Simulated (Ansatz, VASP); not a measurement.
Hf2Sc3N in VASP and in Ansatz

```
CELL_PARAMETERS angstrom
2.39176 -5.91337 0.00000
2.39176 5.91337 0.00000
0.00000 0.00000 5.35567
ATOMIC_POSITIONS crystal
Hf 0.50000 0.00000 0.50000
Hf 0.00000 0.50000 0.50000
Sc 0.62376 0.37624 0.00000
Sc 0.37624 0.62376 0.00000
Sc 0.50000 0.50000 0.50000
N 0.00000 0.00000 0.00000
```

Change from the starting cell: species swapped into the LaAl2Ag3 type (Cmmm, No. 65).

Alike in both runs: functional PBE; k mesh 4 × 4 × 4; occupations gaussian, width 0.1 eV; no spin polarisation.

Ansatz relaxed the structure, and its values are those at the end. VASP's run is a single point on that final structure, the one shown.

|  | VASP | Ansatz |
| --- | --- | --- |
| version | VASP 6.6.1 | Ansatz 0.2.0 |
| potentials or method | VASP PAW PBE potentials, release 64 (Hf_pv, Sc_sv, N), cutoff 520 eV | scalar-relativistic, plane waves, PAW |
| valence electrons in the cell | 58 | 90 |

Ansatz gave:

| Item | Value |
| --- | --- |
| gap on the k mesh at the Fermi level (eV) | none |
| pressure (GPa) | -0.2 |
| rms of the force components (eV/Å) | 0.009 |

**Question.** What did VASP give for the same quantities?

**Answer.** gap on the k mesh at the Fermi level (eV): none; pressure (GPa): -0.3; rms of the force components (eV/Å): 0.008.

A gap of «none» marks a metal or a gap that the smearing closes. VASP's potentials hold 58 valence electrons a cell and Ansatz's 90, so a difference there can come from the potentials and not from the codes.

Spin-orbit coupling is off throughout.
